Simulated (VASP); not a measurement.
# Hf4N (Cmce) in VASP: further runs, part 2 of 2

VASP 6.6.1.

## Step 3: Relaxation of cell and atoms, PBE (with an interstitial atom)

File INCAR:

```
  ALGO = Normal
  EDIFF = 1E-6
  EDIFFG = -0.08
  ENCUT = 600
  GGA = PE
  IBRION = 2
  ISIF = 3
  ISMEAR = 0
  LASPH = True
  LCHARG = False
  LREAL = False
  LWAVE = False
  NELM = 80
  NSW = 36
  PREC = Accurate
  SIGMA = 0.2
```

File KPOINTS:

```
k-points
0
Gamma
  3 3 3
```

File POSCAR:

```
Hf4N
1.0
    3.1400000000     -5.4350000000      0.0000000000
    3.1400000000      5.4350000000      0.0000000000
    0.0000000000      0.0000000000      4.9500000000
Hf N
8 2
Direct
    0.8333300000      0.1666700000      0.7500000000
    0.1666700000      0.8333300000      0.2500000000
    0.3333300000      0.6666700000      0.7500000000
    0.6666700000      0.3333300000      0.2500000000
    0.6666700000      0.8333300000      0.2500000000
    0.1666700000      0.3333300000      0.2500000000
    0.8333300000      0.6666700000      0.7500000000
    0.3333300000      0.1666700000      0.7500000000
    0.0000000000      0.0000000000      0.0000000000
    0.5000000000      0.5000000000      0.5000000000
```

Potentials or basis: VASP PAW PBE potentials, release 64 (Hf_pv, N).

Command:

```console
$ cat potpaw_PBE.64/Hf_pv/POTCAR potpaw_PBE.64/N/POTCAR > POTCAR
$ mpirun -np 1 vasp_std > vasp.out
```

OUTCAR:

```text
EDIFF = 1E-6
   EDIFFG = -0.08
   ENCUT = 600
   GGA = PE
   IBRION = 2
   ISIF = 3
   ISMEAR = 0
   LASPH = True
   LREAL = False
   NELM = 80
   NSW = 36
   PREC = Accurate

 ion  position               nearest neighbor table
   1  0.833  0.167  0.750-   9 2.19   4 3.07   4 3.07   5 3.07   6 3.07   5 3.07   6 3.07   7 3.14
                             8 3.14   7 3.14   8 3.14   3 3.14   3 3.14
   2  0.167  0.833  0.250-   9 2.19   3 3.07   3 3.07   7 3.07   8 3.07   7 3.07   8 3.07   5 3.14
                             6 3.14   6 3.14   5 3.14   4 3.14   4 3.14
   3  0.333  0.667  0.750-  10 2.19   2 3.07   2 3.07   5 3.07   6 3.07   5 3.07   6 3.07   7 3.14
                             8 3.14   8 3.14   7 3.14   1 3.14   1 3.14
   4  0.667  0.333  0.250-  10 2.19   1 3.07   1 3.07   7 3.07   8 3.07   7 3.07   8 3.07   5 3.14
                             6 3.14   5 3.14   6 3.14   2 3.14   2 3.14
   5  0.667  0.833  0.250-   9 2.19  10 2.19   7 3.07   7 3.07   1 3.07   1 3.07   3 3.07   3 3.07
                             2 3.14   4 3.14   4 3.14   2 3.14   6 3.14   6 3.14
   6  0.167  0.333  0.250-   9 2.19  10 2.19   8 3.07   8 3.07   1 3.07   1 3.07   3 3.07   3 3.07
                             2 3.14   4 3.14   2 3.14   4 3.14   5 3.14   5 3.14
   7  0.833  0.667  0.750-   9 2.19  10 2.19   5 3.07   5 3.07   2 3.07   2 3.07   4 3.07   4 3.07
                             3 3.14   1 3.14   1 3.14   3 3.14   8 3.14   8 3.14
   8  0.333  0.167  0.750-   9 2.19  10 2.19   6 3.07   6 3.07   2 3.07   2 3.07   4 3.07   4 3.07
                             3 3.14   1 3.14   3 3.14   1 3.14   7 3.14   7 3.14
   9  0.000  0.000  0.000-   1 2.19   2 2.19   5 2.19   6 2.19   7 2.19   8 2.19
  10  0.500  0.500  0.500-   3 2.19   4 2.19   5 2.19   6 2.19   7 2.19   8 2.19

  LATTYP: Found a base centered orthorhombic cell.
 ALAT       =     6.2800000000
 B/A-ratio  =     1.7308917197
 C/A-ratio  =     0.7882165605

  Lattice vectors:

 A1 = (   3.1400000000,  -5.4350000000,   0.0000000000)
 A2 = (   3.1400000000,   5.4350000000,   0.0000000000)
 A3 = (   0.0000000000,   0.0000000000,   4.9500000000)

Analysis of symmetry for initial positions (statically):
=====================================================================
 Subroutine PRICEL returns:
 Original cell was already a primitive cell.

 Routine SETGRP: Setting up the symmetry group for a
 base centered orthorhombic supercell.

 Subroutine GETGRP returns: Found  8 space group operations
 (whereof  4 operations were pure point group operations)
 out of a pool of  8 trial point group operations.

The static configuration has the point symmetry C_2h.
 The point group associated with its full space group is D_2h.

Analysis of symmetry for dynamics (positions and initial velocities):
=====================================================================
 Subroutine PRICEL returns:
 Original cell was already a primitive cell.

 Routine SETGRP: Setting up the symmetry group for a
 base centered orthorhombic supercell.

 Subroutine GETGRP returns: Found  8 space group operations
 (whereof  4 operations were pure point group operations)
 out of a pool of  8 trial point group operations.

The dynamic configuration has the point symmetry C_2h.
 The point group associated with its full space group is D_2h.

 Subroutine INISYM returns: Found  8 space group operations
 (whereof  4 operations are pure point group operations),
 and found     1 'primitive' translations

----------------------------------------------------------------------------------------

                                     Primitive cell

  volume of cell :     168.9524

  direct lattice vectors                    reciprocal lattice vectors
     3.140000000 -5.435000000  0.000000000     0.159235669 -0.091996320  0.000000000
     3.140000000  5.435000000  0.000000000     0.159235669  0.091996320  0.000000000
[... 72 lines left out ...]
   NGX,Y,Z   is equivalent  to a cutoff of  13.24, 13.24, 13.43 a.u.
   NGXF,Y,Z  is equivalent  to a cutoff of  26.49, 26.49, 26.87 a.u.
 SYSTEM =  unknown system
   PREC   = accura    normal or accurate (medium, high low for compatibility)
   ISTART =      0    job   : 0-new  1-cont  2-samecut
   ICHARG =      2    charge: 1-file 2-atom 10-const
   ISPIN  =      1    spin polarized calculation?
   LNONCOLLINEAR =      F non collinear calculations
   LSORBIT =      F    spin-orbit coupling
   LASPH  =      T    aspherical Exc in radial PAW
   ENCUT  =  600.0 eV  44.10 Ry    6.64 a.u.  12.54 12.54  9.89*2*pi/ulx,y,z
   NELM   =     80;   NELMIN=  2; NELMDL= -5     # of ELM steps
   EDIFF  = 0.1E-05   stopping-criterion for ELM
   LREAL  =      F    real-space projection
   EDIFFG = -.8E-01   stopping-criterion for IOM
   NSW    =     36    number of steps for IOM
   IBRION =      2    ionic relax: 0-MD 1-quasi-New 2-CG
   NFREE  =      1    steps in history (QN), initial steepest desc. (CG)
   ISIF   =      3    stress and relaxation
   ISYM   =      2    0-nonsym 1-usesym 2-fastsym
   POTIM  = 0.5000    time-step for ionic-motion
   TEBEG  =    0.0;   TEEND  =   0.0 temperature during run
   PSTRESS=    0.0 pullay stress
   NELECT =      90.0000    total number of electrons
   NUPDOWN=      -1.0000    fix difference up-down
   EMIN   =  10.00;   EMAX   =-10.00  energy-range for DOS
   EFERMI =   0.00;   METHOD = LEGACY
   ISMEAR =     0;   SIGMA  =   0.20  broadening in eV -4-tet -1-fermi 0-gaus
   EFERMI_NEDOS =   21; number of points for ismear=-14 and -15
   IALGO  =     38    algorithm
   IMIX   =      4    mixing-type and parameters
     AMIX     =   0.40;   BMIX     =  1.00
     AMIX_MAG =   1.60;   BMIX_MAG =  1.00
  volume/ion in A,a.u.               =      16.90       114.01
  Fermi-wavevector in a.u.,A,eV,Ry     =   1.327092  2.507839 23.962198  1.761172
  Thomas-Fermi vector in A             =   2.456430
   LORBIT       =      0    0 simple, 1 ext, 2 COOP (PROOUT), +10 PAW based schemes
   GGA     = PE    functional components
   LHFCALC =     F    Hartree Fock is set to
   AEXX    =    0.0000 exact exchange contribution
   IVDW    =     0    specifies the selected vdW correction
   LEPSILON=     F    determine dielectric tensor
   LRPA    =     F    only Hartree local field effects (RPA)
 conjugate gradient relaxation of ions
 non-spin polarized calculation
 Gauss-broadening in eV      SIGMA  =   0.20
  energy-cutoff  :      600.00
  volume of cell :      168.95
 maximum number of plane-waves:      5678
 NGX is ok and might be reduce to    50
   NGX = 25   NGY = 25   NGZ = 19

--------------------------------------- Ionic step        1  -------------------------------------------

 number of electron      90.0000003 magnetization

 Free energy of the ion-electron system (eV)
  ---------------------------------------------------
  ext. energy  EPLUGINS =         0.00000000
  ---------------------------------------------------
  free energy    TOTEN  =      -103.07305689 eV

  energy without entropy =     -102.95786597  energy(sigma->0) =     -103.01546143

------------------------ aborting loop because EDIFF is reached ----------------------------------------

  FORCE on cell =-STRESS in cart. coord.  units (eV):
  Direction    XX          YY          ZZ          XY          YZ          ZX
  --------------------------------------------------------------------------------------
  -------------------------------------------------------------------------------------
  Total       14.8445654     15.4116340     16.7194115      0.0000000      0.0000000      0.0000000
  in kB      140.7711567    146.1486731    158.5503401      0.0000000      0.0000000      0.0000000
  external PRESSURE =     148.4900566 kB  Pullay stress =       0.0000000 kB
[... 113 lines left out ...]
  FREE ENERGIE OF THE ION-ELECTRON SYSTEM (eV)
  ---------------------------------------------------
  free  energy   TOTEN  =      -103.7408363059 eV

  energy  without entropy=     -103.6368305084  energy(sigma->0) =     -103.68883341

[... ionic steps 4 to 9 ...]

--------------------------------------- Ionic step       10  -------------------------------------------

 number of electron      90.0000001 magnetization

------------------------ aborting loop because EDIFF is reached ----------------------------------------
[... 83 lines left out ...]
--------------------------------------- Ionic step       12  -------------------------------------------

 number of electron      90.0000002 magnetization

 Free energy of the ion-electron system (eV)
  ---------------------------------------------------
  ext. energy  EPLUGINS =         0.00000000
  ---------------------------------------------------
  free energy    TOTEN  =      -103.84683633 eV

  energy without entropy =     -103.74164623  energy(sigma->0) =     -103.79424128

 E-fermi :   5.0918     XC(G=0): -11.5148

 val. band max:        5.0869863066   @ k =   0.0000   0.0000   0.3333
 cond. band min:       5.1191691564   @ k =   0.3333   0.3333   0.3333
 fundamental gap:      0.0321828498
 Fermi energy:         5.0917910666

 k-point     1 :       0.0000    0.0000    0.0000
  band No.  band energies     occupation
      1     -25.8975      2.00000
      2     -25.6575      2.00000
      3     -25.6491      2.00000
      4     -25.6157      2.00000
      5     -25.5198      2.00000
      6     -25.5080      2.00000
[... 482 lines left out ...]
  FREE ENERGIE OF THE ION-ELECTRON SYSTEM (eV)
  ---------------------------------------------------
  free  energy   TOTEN  =      -103.8468363323 eV

  energy  without entropy=     -103.7416462340  energy(sigma->0) =     -103.79424128

 reached required accuracy - stopping structural energy minimisation
```

Run time: 7.9 min. Hardware: 1 thread of Intel Xeon 6975P-C (Granite Rapids), shared host; peak memory 0.35 GiB.

Results:

- Free energy: -103.8468 eV
- Relaxed volume: 18.55 Å³/atom
- Relaxed cell: a = 6.491 Å, b = 6.491 Å, c = 5.119 Å, α = 90.00°, β = 90.00°, γ = 120.68°
- Space group after relaxing (to 0.1 Å): Cmce (No. 64)
- Energy gained by relaxing: 77.4 meV/atom
- Ionic steps: 12
- Pressure after relaxing: 0.2 GPa
- Largest force after relaxing: 0.055 eV/Å
- Band gap on the k mesh: zero (bands 45 and 46 overlap by 0.41 eV)

Forces on the atoms (eV/Å):
```
Hf   0.000  0.054  0.012
Hf   0.000 -0.054 -0.012
Hf   0.000  0.054 -0.012
Hf   0.000 -0.054  0.012
Hf   0.000  0.011  0.000
Hf   0.000  0.011  0.000
Hf   0.000 -0.011  0.000
Hf   0.000 -0.011  0.000
N    0.000  0.000  0.000
N    0.000  0.000  0.000
```

The path:
```tsv
step	energy change (eV)	largest force (eV/Å)	pressure (GPa)	volume (Å³)
1	0.0000	0.3933	14.85	168.95
2	0.7108	0.8386	-15.55	210.20
3	-0.6678	0.6044	-0.73	184.71
4	-0.6686	0.5983	-0.30	184.19
5	-0.7400	0.2558	0.00	184.69
6	-0.7502	0.1981	0.24	184.97
7	-0.7595	0.1567	-0.29	185.75
8	-0.7622	0.1196	-0.75	186.44
9	-0.7675	0.1029	-0.27	185.95
10	-0.7699	0.0921	0.22	185.42
11	-0.7700	0.0909	0.35	185.29
12	-0.7738	0.0553	0.20	185.48
```

Final structure:
```
Hf N
1.0
     3.21222   -5.64025    0.00000
     3.21222    5.64025    0.00000
     0.00000    0.00000    5.11885
Hf N
8 2
Direct
  0.83450 0.16550 0.75857
  0.16550 0.83450 0.24143
  0.33450 0.66550 0.74143
  0.66550 0.33450 0.25857
  0.67349 0.82651 0.25000
  0.17349 0.32651 0.25000
  0.82651 0.67349 0.75000
  0.32651 0.17349 0.75000
  0.00000 0.00000 0.00000
  0.50000 0.50000 0.50000
```

Caveat: the k points lie up to 0.41 Å⁻¹ apart in the final cell; the cell differs from its parent crystal (with an interstitial atom); spin-orbit coupling is left out, which moves the levels of the heavy elements; the relaxation stopped at a loose force limit of 0.08 eV/Å, so its end isn't a converged minimum.

## Step 4: Single point, PBE

File INCAR:

```
SYSTEM = Hf4N
PREC = Accurate ; ENCUT = 520
EDIFF = 1E-7 ; ISMEAR = 0
SIGMA = 0.2 ; LREAL = .FALSE.
LASPH = .TRUE. ; NELM = 80
ALGO = Normal ; ISIF = 2
LWAVE = .FALSE. ; LCHARG = .FALSE.
GGA = PE ; NBANDS = 56
```

File KPOINTS:

```
Automatic mesh
0
G
  4 4 4
  0 0 0
```

File POSCAR:

```
Hf4N
1.0
    0.0000000000      0.0000000000      5.1590212843
   -6.4161795129      0.0000000000      0.0000000000
    3.2080897565     -5.6402138568      0.0000000000
Hf N
8 2
Direct
    0.2609331211      0.3338505969      0.6677011937
    0.7390668789      0.6661494031      0.3322988063
    0.2390668789      0.8338505969      0.6677011937
    0.7609331211      0.1661494031      0.3322988063
    0.7500000000      0.6735322631      0.8470645263
    0.7500000000      0.1735322631      0.8470645263
    0.2500000000      0.8264677369      0.1529354737
    0.2500000000      0.3264677369      0.1529354737
    0.5000000000      0.5000000000      0.0000000000
    0.0000000000      1.0000000000      1.0000000000
```

Potentials or basis: VASP PAW PBE potentials, release 64 (Hf_pv, N).

Command:

```console
$ cat potpaw_PBE.64/Hf_pv/POTCAR potpaw_PBE.64/N/POTCAR > POTCAR
$ mpirun -np 1 vasp_std > vasp.out
```

OUTCAR:

```text
SYSTEM = Hf4N
   PREC = Accurate
   ENCUT = 520
   EDIFF = 1E-7
   ISMEAR = 0
   LREAL = .FALSE.
   LASPH = .TRUE.
   NELM = 80
   ISIF = 2
   GGA = PE

 ion  position               nearest neighbor table
   1  0.261  0.334  0.668-   9 2.24   5 3.16   6 3.16   7 3.17   8 3.17   4 3.20   4 3.20   3 3.21
                             3 3.21   5 3.25   6 3.25   7 3.32   8 3.32
   2  0.739  0.666  0.332-   9 2.24   8 3.16   7 3.16   6 3.17   5 3.17   3 3.20   3 3.20   4 3.21
                             4 3.21   8 3.25   7 3.25   6 3.32   5 3.32
   3  0.239  0.834  0.668-  10 2.24   6 3.16   5 3.16   8 3.17   7 3.17   2 3.20   2 3.20   1 3.21
                             1 3.21   6 3.25   5 3.25   8 3.32   7 3.32
   4  0.761  0.166  0.332-  10 2.24   7 3.16   8 3.16   5 3.17   6 3.17   1 3.20   1 3.20   2 3.21
                             2 3.21   7 3.25   8 3.25   5 3.32   6 3.32
   5  0.750  0.674  0.847-   9 2.23  10 2.23   7 3.10   7 3.10   1 3.16   3 3.16   4 3.17   2 3.17
                             6 3.21   6 3.21   1 3.25   3 3.25   4 3.32   2 3.32
   6  0.750  0.174  0.847-  10 2.23   9 2.23   8 3.10   8 3.10   3 3.16   1 3.16   2 3.17   4 3.17
                             5 3.21   5 3.21   3 3.25   1 3.25   2 3.32   4 3.32
   7  0.250  0.826  0.153-  10 2.23   9 2.23   5 3.10   5 3.10   4 3.16   2 3.16   1 3.17   3 3.17
[... 1452 lines left out ...]
------------------------ aborting loop because EDIFF is reached ----------------------------------------

  FORCE on cell =-STRESS in cart. coord.  units (eV):
  Direction    XX          YY          ZZ          XY          YZ          ZX
  --------------------------------------------------------------------------------------
  -------------------------------------------------------------------------------------
  Total       -1.1454357     -0.9260587     -1.0043133      0.0000000      0.0000000      0.0000000
  in kB       -9.8297367     -7.9471186     -8.6186733      0.0000000      0.0000000      0.0000000
  external PRESSURE =      -8.7985095 kB  Pullay stress =       0.0000000 kB

 VOLUME and BASIS-vectors are now :
 -----------------------------------------------------------------------------
  energy-cutoff  :      520.00
  volume of cell :      186.70
      direct lattice vectors                 reciprocal lattice vectors
     0.000000000  0.000000000  5.159021284     0.000000000  0.000000000  0.193835215
    -6.416179513  0.000000000  0.000000000    -0.155855988 -0.088649121  0.000000000
     3.208089757 -5.640213857  0.000000000     0.000000000 -0.177298242  0.000000000

 POSITION                                       TOTAL-FORCE (eV/Angst)
 -----------------------------------------------------------------------------------
     -0.00000     -3.76598      1.34616         0.000000     -0.057214      0.041842
     -3.20809     -1.87424      3.81286        -0.000000      0.057214     -0.041842
     -3.20809     -3.76598      1.23335         0.000000     -0.057214     -0.041842
      0.00000     -1.87424      3.92567        -0.000000      0.057214      0.041842
     -1.60404     -4.77763      3.86927         0.000000     -0.055192      0.000000
      1.60404     -4.77763      3.86927         0.000000     -0.055192     -0.000000
     -4.81213     -0.86259      1.28976        -0.000000      0.055192      0.000000
     -1.60404     -0.86259      1.28976        -0.000000      0.055192      0.000000
     -3.20809      0.00000      2.57951         0.000000      0.000000      0.000000
      0.00000      0.00000      0.00000        -0.000000      0.000000      0.000000
 -----------------------------------------------------------------------------------
    total drift:                                0.000000      0.000000     -0.000000

  FREE ENERGIE OF THE ION-ELECTRON SYSTEM (eV)
  ---------------------------------------------------
  free  energy   TOTEN  =      -103.8351957369 eV

  energy  without entropy=     -103.7122402883  energy(sigma->0) =     -103.77371801
```

stdout:

```text
POSCAR found type information on POSCAR HfN
 POSCAR found :  2 types and      10 ions
 scaLAPACK will be used
 LDA part: xc-table for (Slater+PW92), standard interpolation
 POSCAR, INCAR and KPOINTS ok, starting setup
 FFT: planning ... GRIDC
 FFT: planning ... GRID_SOFT
 FFT: planning ... GRID
 WAVECAR not read
 entering main loop
```

It took 3 min on 1 thread of Intel Xeon 6975P-C (Granite Rapids), shared host; peak memory 0.37 GiB.

What came out:

| Property | Result |
| --- | --- |
| Free energy | -103.8352 eV |
| Pressure | -0.9 GPa |
| Largest force | 0.071 eV/Å |
| Band gap on the k mesh | zero (bands 45 and 46 overlap by 0.71 eV) |

Forces on the atoms (eV/Å):
```
Hf   0.000 -0.057  0.042
Hf   0.000  0.057 -0.042
Hf   0.000 -0.057 -0.042
Hf   0.000  0.057  0.042
Hf   0.000 -0.055  0.000
Hf   0.000 -0.055  0.000
Hf   0.000  0.055  0.000
Hf   0.000  0.055  0.000
N    0.000  0.000  0.000
N    0.000  0.000  0.000
```

Stress tensor (GPa, compression positive):
```
-0.98  0.00  0.00
 0.00 -0.79  0.00
 0.00  0.00 -0.86
```

Caveat: spin-orbit coupling is left out, which moves the levels of the heavy elements.

## Step 5: The runs side by side

```tsv
task	cell	k mesh	cutoff (eV)	gap on the mesh (eV)	pressure (GPa)	largest force (eV/Å)
single point	a = 6.488, b = 6.488, c = 5.141 Å, angles 90.0, 90.0, 120.6°, 10 atoms, atomic positions A	3 × 3 × 3	520	none	-0.6	0.08
relaxation of cell and atoms	relaxed from a = 6.277, b = 6.277, c = 4.950 Å, angles 90.0, 90.0, 120.0°, 10 atoms, atomic positions B	3 × 3 × 3	600	none	0.2	0.06
single point	a = 5.159, b = 6.416, c = 6.489 Å, angles 119.6, 90.0, 90.0°, 10 atoms, atomic positions C	4 × 4 × 4	520	none	-0.9	0.07
```

Alike in all rows: level PBE; potentials or basis VASP PAW PBE potentials, release 64 (Hf_pv, N); no spin polarisation; smearing gaussian 0.2 eV.

Caveats: some runs use coarse meshes; spin-orbit coupling is left out, which moves the levels of the heavy elements; the relaxation stopped at a loose force limit of 0.08 eV/Å, so its end isn't a converged minimum (at least some runs).

Absolute energies hang on the potentials; compare differences alone.
